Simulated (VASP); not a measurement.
# Cd3SeS2 (Cmc2_1) in VASP: a series of runs

Runs on Cd3SeS2. Level: PBE. Tasks: single point.

All numbers are computed with VASP 6.6.1; they aren't measurements. Logs are shortened: lines on timing, memory, paths and dates and some standing lists are left out, and cuts for length are marked.

**1. The cell of the first run**

The structure is orthorhombic, space group Cmc2_1 (No. 36). The conventional cell has a = 12.775 Å, b = 7.373 Å, c = 6.934 Å, α = 90.00°, β = 90.00°, γ = 90.00°. Within 3.4 Å of Cd (site symmetry 1) lie 3 S at 2.57 Å and 1 Se at 2.68 Å. Within 3.4 Å of Cd (site symmetry m) lie 2 S at 2.57 Å and 2 Se at 2.68 Å. Se (site symmetry m) has 4 Cd at 2.68 Å within 3.5 Å. Within 3.4 Å of S (site symmetry 1) lie 4 Cd at 2.57 Å.

**2. Single point, PBE**

The input, INCAR:

```
SYSTEM = Cd3SeS2
PREC = Accurate
ENCUT = 520
EDIFF = 1E-7
ISMEAR = 0
SIGMA = 0.1
LREAL = .FALSE.
LASPH = .TRUE.
NELM = 80
ALGO = Normal
ISIF = 2
LWAVE = .FALSE.
LCHARG = .FALSE.
GGA = PE
NBANDS = 66
```

The input, KPOINTS:

```
regular mesh
0
G
  2 2 2
  0 0 0
```

The input, POSCAR:

```
Cd3SeS2
1.0
    0.0000000000      0.0000000000     -6.9342861867
    0.0000000000      7.3731037328      0.0000000000
    6.3875253713     -3.6865518664      0.0000000000
Cd Se S
6 2 4
Direct
    0.8703721061      0.1665025558      0.6563495737
    0.3703721061      0.8334974442      0.3436504263
    0.3861316094      0.1771061653      0.0000000000
    0.8861316094      0.8228938347      1.0000000000
    0.8703721061      0.5101529821      0.3436504263
    0.3703721061      0.4898470179      0.6563495737
    0.9997496890      0.1699145129      0.0000000000
    0.4997496890      0.8300854871      0.0000000000
    0.4991872447      0.1667300432      0.6632308766
    0.9991872447      0.8332699568      0.3367691234
    0.4991872447      0.5034991666      0.3367691234
    0.9991872447      0.4965008334      0.6632308766
```

Potentials or basis: VASP PAW PBE potentials, release 64 (Cd, Se, S).

Run with:

```sh
> cat potpaw_PBE.64/Cd/POTCAR potpaw_PBE.64/Se/POTCAR potpaw_PBE.64/S/POTCAR > POTCAR
> mpirun -np 1 vasp_std > vasp.out
```

OUTCAR:

```text
SYSTEM = Cd3SeS2
   PREC = Accurate
   ENCUT = 520
   EDIFF = 1E-7
   ISMEAR = 0
   LREAL = .FALSE.
   LASPH = .TRUE.
   NELM = 80
   ISIF = 2
   GGA = PE

 ion  position               nearest neighbor table
   1  0.870  0.167  0.656-  12 2.57  10 2.57   9 2.57   7 2.68
   2  0.370  0.833  0.344-  11 2.57   9 2.57  10 2.57   8 2.68
   3  0.386  0.177  0.000-   9 2.57  11 2.57   8 2.68   7 2.68
   4  0.886  0.823  0.000-  10 2.57  12 2.57   7 2.68   8 2.68
   5  0.870  0.510  0.344-  10 2.57  12 2.57  11 2.57   7 2.68
   6  0.370  0.490  0.656-   9 2.57  11 2.57  12 2.57   8 2.68
   7  1.000  0.170  0.000-   1 2.68   5 2.68   4 2.68   3 2.68
   8  0.500  0.830  0.000-   2 2.68   6 2.68   3 2.68   4 2.68
   9  0.499  0.167  0.663-   6 2.57   3 2.57   2 2.57   1 2.57
  10  0.999  0.833  0.337-   5 2.57   4 2.57   1 2.57   2 2.57
  11  0.499  0.503  0.337-   2 2.57   3 2.57   6 2.57   5 2.57
  12  0.999  0.497  0.663-   1 2.57   4 2.57   5 2.57   6 2.57

  LATTYP: Found a base centered orthorhombic cell.
 ALAT       =     7.3731037328
 B/A-ratio  =     1.7326557723
 C/A-ratio  =     0.9404840130

  Lattice vectors:

 A1 = (  -6.3875253713,   3.6865518664,   0.0000000000)
 A2 = (   6.3875253713,   3.6865518664,   0.0000000000)
 A3 = (   0.0000000000,   0.0000000000,  -6.9342861867)

Analysis of symmetry for initial positions (statically):
=====================================================================
 Subroutine PRICEL returns:
 Original cell was already a primitive cell.

 Routine SETGRP: Setting up the symmetry group for a
 base centered orthorhombic supercell.

 Subroutine GETGRP returns: Found  4 space group operations
 (whereof  2 operations were pure point group operations)
 out of a pool of  8 trial point group operations.

The static configuration has the point symmetry C_1h.
 The point group associated with its full space group is C_2v.

Analysis of symmetry for dynamics (positions and initial velocities):
=====================================================================
 Subroutine PRICEL returns:
 Original cell was already a primitive cell.

 Routine SETGRP: Setting up the symmetry group for a
 base centered orthorhombic supercell.

 Subroutine GETGRP returns: Found  4 space group operations
 (whereof  2 operations were pure point group operations)
 out of a pool of  8 trial point group operations.

The dynamic configuration has the point symmetry C_1h.
 The point group associated with its full space group is C_2v.

 Subroutine INISYM returns: Found  4 space group operations
[... 111 lines left out ...]
   EMIN   =  10.00;   EMAX   =-10.00  energy-range for DOS
   EFERMI =   0.00;   METHOD = LEGACY
   ISMEAR =     0;   SIGMA  =   0.10  broadening in eV -4-tet -1-fermi 0-gaus
   EFERMI_NEDOS =   21; number of points for ismear=-14 and -15
   IALGO  =     38    algorithm
   IMIX   =      4    mixing-type and parameters
     AMIX     =   0.40;   BMIX     =  1.00
     AMIX_MAG =   1.60;   BMIX_MAG =  1.00
  volume/ion in A,a.u.               =      27.21       183.65
  Fermi-wavevector in a.u.,A,eV,Ry     =   1.132108  2.139374 17.438157  1.281668
  Thomas-Fermi vector in A             =   2.268808
   LORBIT       =      0    0 simple, 1 ext, 2 COOP (PROOUT), +10 PAW based schemes
   GGA     = PE    functional components
   LHFCALC =     F    Hartree Fock is set to
   AEXX    =    0.0000 exact exchange contribution
   IVDW    =     0    specifies the selected vdW correction
   LEPSILON=     F    determine dielectric tensor
   LRPA    =     F    only Hartree local field effects (RPA)
 non-spin polarized calculation
 Gauss-broadening in eV      SIGMA  =   0.10
  energy-cutoff  :      520.00
  volume of cell :      326.58
 maximum number of plane-waves:      8846
 NGX is ok and might be reduce to    54
   NGX = 25   NGY = 27   NGZ = 27

 number of electron     107.9999986 magnetization

 Free energy of the ion-electron system (eV)
  ---------------------------------------------------
  ext. energy  EPLUGINS =         0.00000000
  ---------------------------------------------------
  free energy    TOTEN  =       -35.46925322 eV

  energy without entropy =      -35.46925322  energy(sigma->0) =      -35.46925322

 E-fermi :   1.2476     XC(G=0):  -8.8234

 val. band max:        0.7909830169   @ k =   0.0000   0.0000   0.0000
 cond. band min:       1.6973217122   @ k =   0.0000   0.0000   0.0000
 fundamental gap:      0.9063386953
 Fermi energy:         1.2476332044

 k-point     1 :       0.0000    0.0000    0.0000
  band No.  band energies     occupation
      1     -11.3738      2.00000
      2     -11.0042      2.00000
      3     -10.9296      2.00000
      4     -10.9295      2.00000
      5     -10.9215      2.00000
      6     -10.9188      2.00000
[... 403 lines left out ...]
     65       6.0711      0.00000
     66       6.0711      0.00000

------------------------ aborting loop because EDIFF is reached ----------------------------------------

  FORCE on cell =-STRESS in cart. coord.  units (eV):
  Direction    XX          YY          ZZ          XY          YZ          ZX
  --------------------------------------------------------------------------------------
  -------------------------------------------------------------------------------------
  Total        0.5290483      0.5449513      0.3327379      0.0000000      0.0000000      0.0000000
  in kB        2.5955008      2.6735208      1.6324055      0.0000000      0.0000000      0.0000000
  external PRESSURE =       2.3004757 kB  Pullay stress =       0.0000000 kB

 VOLUME and BASIS-vectors are now :
 -----------------------------------------------------------------------------
  energy-cutoff  :      520.00
  volume of cell :      326.58
      direct lattice vectors                 reciprocal lattice vectors
     0.000000000  0.000000000 -6.934286187     0.000000000  0.000000000 -0.144210950
     0.000000000  7.373103733  0.000000000     0.078277576  0.135628093  0.000000000
     6.387525371 -3.686551866  0.000000000     0.156555151  0.000000000  0.000000000

 POSITION                                       TOTAL-FORCE (eV/Angst)
 -----------------------------------------------------------------------------------
      4.19245     -1.19203     -6.03541         0.001484     -0.002943      0.005269
      2.19508      4.87858     -2.56827        -0.001484      0.002943      0.005269
      0.00000      1.30582     -2.67755         0.000000     -0.000484     -0.000228
      0.00000      6.06728     -6.14469         0.000000      0.000484     -0.000228
      2.19508      2.49453     -6.03541        -0.001484     -0.002943      0.005269
      4.19245      1.19203     -2.56827         0.001484      0.002943      0.005269
      0.00000      1.25280     -6.93255         0.000000     -0.003873      0.000237
      0.00000      6.12031     -3.46541         0.000000      0.003873      0.000237
      4.23640     -1.21572     -3.46151         0.000676     -0.003562     -0.005274
      2.15112      4.90227     -6.92865        -0.000676      0.003562     -0.005274
      2.15112      2.47083     -3.46151        -0.000676     -0.003562     -0.005274
      4.23640      1.21572     -6.92865         0.000676      0.003562     -0.005274
 -----------------------------------------------------------------------------------
    total drift:                               -0.000002      0.000002      0.002100

  FREE ENERGIE OF THE ION-ELECTRON SYSTEM (eV)
  ---------------------------------------------------
  free  energy   TOTEN  =       -35.4692532186 eV

  energy  without entropy=      -35.4692532186  energy(sigma->0) =      -35.46925322
```

OSZICAR:

```text
N       E                     dE             d eps       ncg     rms          rms(c)
DAV:   1     0.768961207951E+03    0.76896E+03   -0.51360E+04   792   0.148E+03
DAV:   2     0.145058849273E+02   -0.75446E+03   -0.73354E+03   892   0.366E+02
DAV:   3    -0.375548398050E+02   -0.52061E+02   -0.51687E+02   910   0.915E+01
DAV:   4    -0.384740039254E+02   -0.91916E+00   -0.91602E+00   880   0.113E+01
DAV:   5    -0.384917508723E+02   -0.17747E-01   -0.17742E-01   932   0.151E+00    0.166E+01
DAV:   6    -0.355326341250E+02    0.29591E+01   -0.67699E+00   972   0.151E+01    0.132E+01
DAV:   7    -0.354795979113E+02    0.53036E-01   -0.23121E+00   870   0.498E+00    0.625E+00
DAV:   8    -0.354741879085E+02    0.54100E-02   -0.31394E-01   908   0.343E+00    0.878E-01
DAV:   9    -0.354679787039E+02    0.62092E-02   -0.67764E-02   916   0.182E+00    0.239E-01
DAV:  10    -0.354685811455E+02   -0.60244E-03   -0.47546E-03   876   0.400E-01    0.185E-01
DAV:  11    -0.354690134048E+02   -0.43226E-03   -0.70246E-04   862   0.900E-02    0.961E-02
DAV:  12    -0.354692415469E+02   -0.22814E-03   -0.29623E-04   830   0.621E-02    0.192E-02
DAV:  13    -0.354692539545E+02   -0.12408E-04   -0.37113E-05   928   0.282E-02    0.132E-02
DAV:  14    -0.354692531051E+02    0.84940E-06   -0.24301E-05   874   0.257E-02    0.379E-03
DAV:  15    -0.354692545379E+02   -0.14328E-05   -0.64731E-06   872   0.900E-03    0.687E-03
DAV:  16    -0.354692534270E+02    0.11109E-05   -0.17219E-06   896   0.644E-03    0.340E-03
DAV:  17    -0.354692532406E+02    0.18640E-06   -0.54446E-07   724   0.237E-03    0.646E-04
DAV:  18    -0.354692532186E+02    0.21977E-07   -0.79882E-08   524   0.140E-03
   1 F= -.35469253E+02 E0= -.35469253E+02  d E =-.227345E-10
```

Run time: 3.3 min. Hardware: 1 thread of Intel Xeon Platinum 8259CL at 2.50GHz (Skylake/Cascade Lake), shared host; peak memory 0.47 GiB.

What came out:

```
Free energy            : -35.4693 eV
Pressure               : 0.2 GPa
Largest force          : 0.006 eV/Å
Band gap on the k mesh : 0.91 eV, direct
```

Forces on the atoms (eV/Å):
```
Cd   0.001 -0.003  0.005
Cd  -0.001  0.003  0.005
Cd   0.000  0.000  0.000
Cd   0.000  0.000  0.000
Cd  -0.001 -0.003  0.005
Cd   0.001  0.003  0.005
Se   0.000 -0.004  0.000
Se   0.000  0.004  0.000
S    0.001 -0.004 -0.005
S   -0.001  0.004 -0.005
S   -0.001 -0.004 -0.005
S    0.001  0.004 -0.005
```

Stress tensor (GPa, compression positive):
```
0.26 0.00 0.00
0.00 0.27 0.00
0.00 0.00 0.16
```

Caveat: the k points lie up to 0.49 Å⁻¹ apart. Expect the measured gap to be larger: semilocal functionals such as PBE lack the derivative discontinuity.

**3. Single point, PBE**

This run uses another cell than the first one, of 27.54 Å³/atom, 1.012 times its volume.

The input, INCAR:

```
PREC = Accurate ; ENCUT = 520
EDIFF = 1E-6 ; ISMEAR = 0
SIGMA = 0.15 ; LREAL = F
LASPH = T ; NELM = 60
ALGO = Normal ; ISIF = 2
LWAVE = F ; LCHARG = T
GGA = PE ; LELF = T
LVHAR = T ; NBANDS = 66
```

The input, KPOINTS:

```
Automatic mesh
0
Gamma
  2 2 2
```

The input, POSCAR:

```
Cd3SeS2
1.0
    6.4110317932     -3.7010474293      0.0000000000
    6.4110317932      3.7010474293      0.0000000000
    0.0000000000      0.0000000000      6.9632668725
Cd Se S
6 2 4
Direct
    0.4886889711      0.1666181644      0.6301529494
    0.5113110289      0.8333818356      0.1301529494
    0.8220328657      0.1779671343      0.1138071262
    0.1779671343      0.8220328657      0.6138071262
    0.8333818356      0.5113110289      0.6301529494
    0.1666181644      0.4886889711      0.1301529494
    0.8290845921      0.1709154079      0.4997027227
    0.1709154079      0.8290845921     -0.0002972773
    0.4959826691      0.1666520495      0.0005921261
    0.5040173309      0.8333479505      0.5005921261
    0.8333479505      0.5040173309      0.0005921261
    0.1666520495      0.4959826691      0.5005921261
```

Potentials or basis: VASP PAW PBE potentials, release 64 (Cd, Se, S).

Run with:

```sh
> cat potpaw_PBE.64/Cd/POTCAR potpaw_PBE.64/Se/POTCAR potpaw_PBE.64/S/POTCAR > POTCAR
> mpirun -np 1 vasp_std > vasp.out
```

OUTCAR:

```text
PREC = Accurate
   ENCUT = 520
   EDIFF = 1E-6
   ISMEAR = 0
   LREAL = F
   LASPH = T
   NELM = 60
   ISIF = 2
   GGA = PE

 ion  position               nearest neighbor table
   1  0.489  0.167  0.630-  12 2.57  10 2.58   9 2.58   7 2.69
   2  0.511  0.833  0.130-  11 2.57   9 2.58  10 2.58   8 2.69
   3  0.822  0.178  0.114-   9 2.58  11 2.58   7 2.69   8 2.70
   4  0.178  0.822  0.614-  10 2.58  12 2.58   8 2.69   7 2.70
   5  0.833  0.511  0.630-  10 2.57  12 2.58  11 2.58   7 2.69
[... 627 lines left out ...]

 VOLUME and BASIS-vectors are now :
 -----------------------------------------------------------------------------
  energy-cutoff  :      520.00
  volume of cell :      330.44
      direct lattice vectors                 reciprocal lattice vectors
     6.411031793 -3.701047429  0.000000000     0.077990566 -0.135096891  0.000000000
     6.411031793  3.701047429  0.000000000     0.077990566  0.135096891  0.000000000
     0.000000000  0.000000000  6.963266873     0.000000000  0.000000000  0.143610753

 POSITION                                       TOTAL-FORCE (eV/Angst)
 -----------------------------------------------------------------------------------
      4.20119     -1.19200      4.38792         0.035934     -0.023302     -0.012547
      8.62087      1.19200      0.90629        -0.035934      0.023302     -0.012547
      6.41103     -2.38372      0.79247         0.000000     -0.048275     -0.011720
      6.41103      2.38372      4.27410         0.000000      0.048275     -0.011720
      8.62087     -1.19200      4.38792        -0.035934     -0.023302     -0.012547
      4.20119      1.19200      0.90629         0.035934      0.023302     -0.012547
      6.41103     -2.43592      3.47956         0.000000     -0.043661      0.035252
      6.41103      2.43592      6.96120         0.000000      0.043661      0.035252
      4.24817     -1.21887      0.00412         0.020776     -0.017476      0.000781
      8.57389      1.21887      3.48576        -0.020776      0.017476      0.000781
      8.57389     -1.21887      0.00412        -0.020776     -0.017476      0.000781
      4.24817      1.21887      3.48576         0.020776      0.017476      0.000781
 -----------------------------------------------------------------------------------
    total drift:                                0.000001      0.000000      0.001662

  FREE ENERGIE OF THE ION-ELECTRON SYSTEM (eV)
  ---------------------------------------------------
  free  energy   TOTEN  =       -35.4661812950 eV

  energy  without entropy=      -35.4661749778  energy(sigma->0) =      -35.46617814
```

Wall time 3.1 min (1 thread of Intel Xeon Platinum 8259CL at 2.50GHz (Skylake/Cascade Lake), shared host); peak memory 0.47 GiB.

Results:

```
Free energy            : -35.4662 eV
Pressure               : -0.4 GPa
Largest force          : 0.056 eV/Å
Band gap on the k mesh : 0.87 eV, direct
```

Forces on the atoms (eV/Å):
```
Cd   0.036 -0.023 -0.013
Cd  -0.036  0.023 -0.013
Cd   0.000 -0.048 -0.012
Cd   0.000  0.048 -0.012
Cd  -0.036 -0.023 -0.013
Cd   0.036  0.023 -0.013
Se   0.000 -0.044  0.035
Se   0.000  0.044  0.035
S    0.021 -0.017  0.001
S   -0.021  0.017  0.001
S   -0.021 -0.017  0.001
S    0.021  0.017  0.001
```

Caveat: the k points lie up to 0.49 Å⁻¹ apart.
